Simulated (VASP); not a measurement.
Write the native input for VASP 6.6.1 that does the following.

```
Task                   : relaxation of the atoms
Functional             : PBE
Potentials or basis    : VASP PAW PBE potentials, release 64 (In_d, As)
Cutoff                 : 520 eV
k mesh                 : 8 × 8 × 8
Occupations            : fermi-dirac, width 0.02 eV
Spin                   : no spin polarisation
Dipole correction      : no
Further INCAR settings : ALGO = Normal; EDIFF = 1e-06; IBRION = 2; EDIFFG = -0.02; NSW = 80
```

The structure of InAs lies in POSCAR:

```
InAs
1.0
    0.0000000000      3.0180000000      3.0180000000
    3.0180000000      0.0000000000      3.0180000000
    3.0180000000      3.0180000000      0.0000000000
In As
1 1
Direct
    0.0000000000      0.0000000000      0.0000000000
    0.2500000000      0.2500000000      0.2500000000
```

One way to write it, as run:

INCAR

```
PREC     = Accurate       # precision mode
ENCUT    = 520            # plane-wave cutoff, eV
EDIFF    = 1E-6           # SCF threshold, eV
ISMEAR   = -1             # smearing method
SIGMA    = 0.02           # smearing width, eV
LREAL    = False          # projectors in reciprocal space
LASPH    = True           # aspherical terms in the spheres
NELM     = 60             # most SCF steps
ALGO     = Normal         # electronic algorithm
ISIF     = 2              # what is computed and relaxed
LWAVE    = False          # write WAVECAR
LCHARG   = False          # write CHGCAR
GGA      = PE             # functional
IBRION   = 2              # ionic algorithm
NSW      = 80             # ionic steps
EDIFFG   = -0.02          # ionic threshold
```

KPOINTS

```
regular mesh
0
Gamma
  8 8 8
```

Potentials or basis: VASP PAW PBE potentials, release 64 (In_d, As).

The run is started by

```console
$ cat potpaw_PBE.64/In_d/POTCAR potpaw_PBE.64/As/POTCAR > POTCAR
$ mpirun -np 1 vasp_std > vasp.out
```

It gave:

```yaml
Pressure_after_relaxing: 4.4 GPa
Band_gap_on_the_k_mesh: zero (filled and empty bands touch)
```

Caveat: the relaxation stopped at its first step, so nothing moved; semilocal functionals underestimate gaps, and a narrow one can read as zero; spin-orbit coupling is left out, which moves the levels of the heavy elements.

Run time: 21 s on 1 thread of AMD EPYC 7R13 Processor (Zen 3), with other jobs on the host, peak memory 0.15 GiB.
